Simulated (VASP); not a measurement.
# BN in VASP: notebook, part 2 of 3

VASP 6.6.1.

### 3 Single point, PBEsol-based global hybrid with 25 % exact exchange

POSCAR reads:

```
BN
1.0
    2.4982400000      0.0000000000      0.0000000000
   -1.2491200000      2.1635393048      0.0000000000
    0.0000000000      0.0000000000      6.6357000000
N B
2 2
Direct
    0.6666666667      0.3333333333      0.2500000000
    0.3333333333      0.6666666667      0.7500000000
    0.6666666667      0.3333333333      0.7500000000
    0.3333333333      0.6666666667      0.2500000000
```

INCAR.step1 reads:

```
SYSTEM = BN
ALGO     = Normal         ! electronic algorithm
EDIFF    = 1E-5           ! SCF threshold, eV
ENCUT    = 520            ! plane-wave cutoff, eV
GGA      = PE             ! functional
ISIF     = 2              ! what is computed and relaxed
ISMEAR   = -1             ! smearing method
LASPH    = .True.         ! aspherical terms in the spheres
LCHARG   = .False.        ! write CHGCAR
LREAL    = .False.        ! projectors in reciprocal space
LWAVE    = .True.         ! write WAVECAR
NBANDS   = 16             ! bands
NELM     = 60             ! most SCF steps
PREC     = Accurate       ! precision mode
SIGMA    = 0.05           ! smearing width, eV
```

INCAR.step2 reads:

```
SYSTEM = BN
AEXX     = 0.25           ! exact-exchange fraction
ALGO     = Normal         ! electronic algorithm
EDIFF    = 1E-6           ! SCF threshold, eV
ENCUT    = 520            ! plane-wave cutoff, eV
GGA      = PS             ! functional
ISIF     = 2              ! what is computed and relaxed
ISMEAR   = -1             ! smearing method
ISTART   = 1            
LASPH    = .True.         ! aspherical terms in the spheres
LCHARG   = .False.        ! write CHGCAR
LHFCALC  = .True.         ! exact exchange
LREAL    = .False.        ! projectors in reciprocal space
LWAVE    = .False.        ! write WAVECAR
NBANDS   = 16             ! bands
NELM     = 60             ! most SCF steps
PREC     = Accurate       ! precision mode
PRECFOCK = Normal       
SIGMA    = 0.05           ! smearing width, eV
```

KPOINTS reads:

```
k-points
0
Gamma
  6 6 2
  0 0 0
```

Potentials or basis: VASP PAW PBE potentials, release 64 (N, B).

On the command line:

```console
> cat potpaw_PBE.64/N/POTCAR potpaw_PBE.64/B/POTCAR > POTCAR
> cp INCAR.step1 INCAR
> mpirun -np 1 vasp_std > vasp.out
> cp INCAR.step2 INCAR
> mpirun -np 1 vasp_std > vasp.out
```

OUTCAR:

```text
SYSTEM = BN
   AEXX = 0.25
   EDIFF = 1E-6
   ENCUT = 520
   GGA = PS
   ISIF = 2
   ISMEAR = -1
   ISTART = 1
   LASPH = .True.
   LHFCALC = .True.
   LREAL = .False.
   NELM = 60
   PREC = Accurate
   PRECFOCK = Normal

 ion  position               nearest neighbor table
   1  0.667  0.333  0.250-   4 1.44   4 1.44   4 1.44
   2  0.333  0.667  0.750-   3 1.44   3 1.44   3 1.44
   3  0.667  0.333  0.750-   2 1.44   2 1.44   2 1.44
   4  0.333  0.667  0.250-   1 1.44   1 1.44   1 1.44

  LATTYP: Found a hexagonal cell.
 ALAT       =     2.4982400000
 C/A-ratio  =     2.6561499296

  Lattice vectors:

 A1 = (   2.4982400000,   0.0000000000,   0.0000000000)
 A2 = (  -1.2491200000,   2.1635393048,   0.0000000000)
 A3 = (   0.0000000000,   0.0000000000,   6.6357000000)

Analysis of symmetry for initial positions (statically):
=====================================================================
 Subroutine PRICEL returns:
 Original cell was already a primitive cell.

 Routine SETGRP: Setting up the symmetry group for a
 hexagonal supercell.

 Subroutine GETGRP returns: Found 24 space group operations
 (whereof 12 operations were pure point group operations)
 out of a pool of 24 trial point group operations.

The static configuration has the point symmetry D_3d.
 The point group associated with its full space group is D_6h.

Analysis of symmetry for dynamics (positions and initial velocities):
=====================================================================
 Subroutine PRICEL returns:
 Original cell was already a primitive cell.

 Routine SETGRP: Setting up the symmetry group for a
 hexagonal supercell.

 Subroutine GETGRP returns: Found 24 space group operations
 (whereof 12 operations were pure point group operations)
 out of a pool of 24 trial point group operations.

The dynamic configuration has the point symmetry D_3d.
 The point group associated with its full space group is D_6h.

 Subroutine INISYM returns: Found 24 space group operations
 (whereof 12 operations are pure point group operations),
 and found     1 'primitive' translations

----------------------------------------------------------------------------------------

                                     Primitive cell

  volume of cell :      35.8662

  direct lattice vectors                    reciprocal lattice vectors
     2.498240000  0.000000000  0.000000000     0.400281798  0.231102804  0.000000000
    -1.249120000  2.163539305  0.000000000     0.000000000  0.462205608  0.000000000
     0.000000000  0.000000000  6.635700000     0.000000000  0.000000000  0.150700002

  length of vectors
     2.498240000  2.498240000  6.635700000     0.462205608  0.462205608  0.150700002

  position of ions in fractional coordinates (direct lattice)
     0.666666667  0.333333333  0.250000000
     0.333333333  0.666666667  0.750000000
     0.666666667  0.333333333  0.750000000
     0.333333333  0.666666667  0.250000000

  ion indices of the primitive-cell ions
   primitive index   ion index
[... 41 lines left out ...]
  0.166667  0.000000  0.500000      6.000000
  0.333333  0.000000  0.500000      6.000000
  0.500000  0.000000  0.500000      3.000000
  0.166667  0.166667  0.500000      6.000000
  0.333333  0.166667  0.500000     12.000000
  0.333333  0.333333  0.500000      2.000000
   k-points           NKPTS =     14   k-points in BZ     NKDIM =     72   number of bands    NBANDS=     16
   number of dos      NEDOS =    301   number of ions     NIONS =      4
   total plane-waves  NPLWV =  20000
   dimension x,y,z NGX =    20 NGY =   20 NGZ =   50
   dimension x,y,z NGXF=    40 NGYF=   40 NGZF=  100
   ions per type =               2   2
   NGX,Y,Z   is equivalent  to a cutoff of  13.31, 13.31, 12.53 a.u.
   NGXF,Y,Z  is equivalent  to a cutoff of  26.62, 26.62, 25.05 a.u.
 SYSTEM =  BN
   PREC   = accura    normal or accurate (medium, high low for compatibility)
   ISTART =      1    job   : 0-new  1-cont  2-samecut
   ICHARG =      0    charge: 1-file 2-atom 10-const
   ISPIN  =      1    spin polarized calculation?
   LNONCOLLINEAR =      F non collinear calculations
   LSORBIT =      F    spin-orbit coupling
   LASPH  =      T    aspherical Exc in radial PAW
   ENCUT  =  520.0 eV  38.22 Ry    6.18 a.u.   4.65  4.65 12.34*2*pi/ulx,y,z
   NELM   =     60;   NELMIN=  2; NELMDL=  0     # of ELM steps
   EDIFF  = 0.1E-05   stopping-criterion for ELM
   LREAL  =      F    real-space projection
   EDIFFG = 0.1E-04   stopping-criterion for IOM
   NSW    =      0    number of steps for IOM
   IBRION =     -1    ionic relax: 0-MD 1-quasi-New 2-CG
   NFREE  =      0    steps in history (QN), initial steepest desc. (CG)
   ISIF   =      2    stress and relaxation
   ISYM   =      3    0-nonsym 1-usesym 2-fastsym
   POTIM  = 0.5000    time-step for ionic-motion
   TEBEG  =    0.0;   TEEND  =   0.0 temperature during run
   PSTRESS=    0.0 pullay stress
   NELECT =      16.0000    total number of electrons
   NUPDOWN=      -1.0000    fix difference up-down
   EMIN   =  10.00;   EMAX   =-10.00  energy-range for DOS
   EFERMI =   0.00;   METHOD = LEGACY
   ISMEAR =    -1;   SIGMA  =   0.05  broadening in eV -4-tet -1-fermi 0-gaus
   EFERMI_NEDOS =   21; number of points for ismear=-14 and -15
   IALGO  =     38    algorithm
   IMIX   =      1    mixing-type and parameters
     AMIX     =   0.40;   BMIX     =  1.00
     AMIX_MAG =   1.60;   BMIX_MAG =  1.00
  volume/ion in A,a.u.               =       8.97        60.51
  Fermi-wavevector in a.u.,A,eV,Ry     =   1.250891  2.363842 21.289433  1.564729
  Thomas-Fermi vector in A             =   2.384864
   LORBIT       =      0    0 simple, 1 ext, 2 COOP (PROOUT), +10 PAW based schemes
   GGA     = PS    functional components
   LHFCALC =     T    Hartree Fock is set to
   PRECFOCK=normal    Normal, Fast or Accurate (Low or Medium for compatibility)
   ENCUT4O =  -1.0   cutoff for four orbital integrals eV
   NKREDX  =     1    reduce k-point grid by
   NKREDY  =     1    reduce k-point grid by
   NKREDZ  =     1    reduce k-point grid by
   AEXX    =    0.2500 exact exchange contribution
   HFSCREEN=    0.0000 screening length (either q_TF or 0.3 A-1)
   HFSCREENC=   0.0000 screening length for correlation (either q_TF or 0.3 A-1)
   ENCUTFOCK=  -1.0 apply spherical cutoff to Coloumb kernel
   IVDW    =     0    specifies the selected vdW correction
   LEPSILON=     F    determine dielectric tensor
   LRPA    =     F    only Hartree local field effects (RPA)
 non-spin polarized calculation
  energy-cutoff  :      520.00
  volume of cell :       35.87
 maximum number of plane-waves:       985
 NGX is ok and might be reduce to    20
  NGX = 14; NGY = 14; NGZ = 40

 number of electron      15.9999997 magnetization

 Free energy of the ion-electron system (eV)
  ---------------------------------------------------
  ext. energy  EPLUGINS =         0.00000000
  ---------------------------------------------------
  free energy    TOTEN  =       -43.76123685 eV

  energy without entropy =      -43.76123685  energy(sigma->0) =      -43.76123685

 E-fermi :   2.1946     XC(G=0):  -8.1346

 val. band max:        1.0241989246   @ k =   0.3333   0.3333   0.5000
 cond. band min:       7.2899044767   @ k =   0.5000   0.0000   0.0000
 fundamental gap:      6.2657055521
 Fermi energy:         2.1946034749

 k-point     1 :       0.0000    0.0000    0.0000
  band No.  band energies     occupation
      1     -18.6167      2.00000
      2     -18.2956      2.00000
      3      -5.9066      2.00000
      4      -3.5409      2.00000
      5      -0.5447      2.00000
      6      -0.5447      2.00000
[... 243 lines left out ...]
      3      -7.7250      2.00000
      4      -7.7250      2.00000
      5      -6.9510      2.00000
      6      -6.9510      2.00000
[... 8 lines left out ...]
     15      21.1204      0.00000
     16      21.1204      0.00000

------------------------ aborting loop because EDIFF is reached ----------------------------------------

  FORCE on cell =-STRESS in cart. coord.  units (eV):
  Direction    XX          YY          ZZ          XY          YZ          ZX
  --------------------------------------------------------------------------------------
  -------------------------------------------------------------------------------------
  Total       -0.6871763     -0.6871763      0.1164611      0.0000000     -0.0000000     -0.0000000
  in kB      -30.6967973    -30.6967973      5.2024237      0.0000000     -0.0000000     -0.0000000
  external PRESSURE =     -18.7303903 kB  Pullay stress =       0.0000000 kB

 VOLUME and BASIS-vectors are now :
 -----------------------------------------------------------------------------
  energy-cutoff  :      520.00
  volume of cell :       35.87
      direct lattice vectors                 reciprocal lattice vectors
     2.498240000  0.000000000  0.000000000     0.400281798  0.231102804  0.000000000
    -1.249120000  2.163539305  0.000000000     0.000000000  0.462205608  0.000000000
     0.000000000  0.000000000  6.635700000     0.000000000  0.000000000  0.150700002

 POSITION                                       TOTAL-FORCE (eV/Angst)
 -----------------------------------------------------------------------------------
      1.24912      0.72118      1.65892        -0.000000     -0.000000      0.000000
     -0.00000      1.44236      4.97677        -0.000000      0.000000     -0.000000
      1.24912      0.72118      4.97677         0.000000      0.000000      0.000000
     -0.00000      1.44236      1.65892        -0.000000      0.000000     -0.000000
 -----------------------------------------------------------------------------------
    total drift:                                0.000000     -0.000000      0.000000

  FREE ENERGIE OF THE ION-ELECTRON SYSTEM (eV)
  ---------------------------------------------------
  free  energy   TOTEN  =       -43.7612368505 eV

  energy  without entropy=      -43.7612368504  energy(sigma->0) =      -43.76123685
```

It took 3.2 min on 1 thread of AMD EPYC 9R45 (Zen 5), shared host; peak memory 0.12 GiB.

Results:

| Quantity | Value |
| --- | --- |
| Free energy | -43.7612 eV |
| Pressure | -1.9 GPa |
| Band gap on the k mesh | 6.27 eV (least direct gap 6.76 eV) |

Caveat: the k points lie up to 0.48 Å⁻¹ apart; the PAW data sets were made with another functional, which shifts forces and pressure a little. A k mesh can miss the band edges.

[end of part 2 of 3]
